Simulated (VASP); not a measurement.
Crystal: V.

```
V
1.0
     0.00000    1.89500    1.89500
     1.89500    0.00000    1.89500
     1.89500    1.89500    0.00000
V
1
Direct
  0.00000 0.00000 0.00000
```

```yaml
Program: VASP 6.6.1
Task: relaxation of cell and atoms
Functional: PBE
Potentials_or_basis: VASP PAW PBE potentials, release 64 (V_sv)
Cutoff: 600 eV
k_mesh: 8 × 8 × 8
Occupations: gaussian, width 0.1 eV
Spin: no spin polarisation
```

At the start: pressure 4.5 GPa; volume 13.61 Å³/atom.

Problem. Where does the relaxation end?

Solution. Over 3 steps the energy falls by 4.6 meV/atom and the volume is 13.95 Å³/atom (+2.5 %); space group Fm-3m (No. 225, to 0.05 Å).

The path:
```csv
step,energy change (eV),largest force (eV/Å),pressure (GPa),volume (Å³)
1,0.0000,0.0000,4.48,13.61
2,0.0022,0.0000,-4.95,14.37
3,-0.0046,0.0000,-0.02,13.95
```

Final structure:
```cif
data_structure
_symmetry_space_group_name_H-M 'P 1'
_symmetry_Int_Tables_number 1
_cell_length_a 2.7020
_cell_length_b 2.7020
_cell_length_c 2.7020
_cell_angle_alpha 60.000
_cell_angle_beta 60.000
_cell_angle_gamma 60.000
_cell_volume 13.95
loop_
_atom_site_label
_atom_site_type_symbol
_atom_site_fract_x
_atom_site_fract_y
_atom_site_fract_z
_atom_site_occupancy
V1 V 0.00000 0.00000 0.00000 1
```
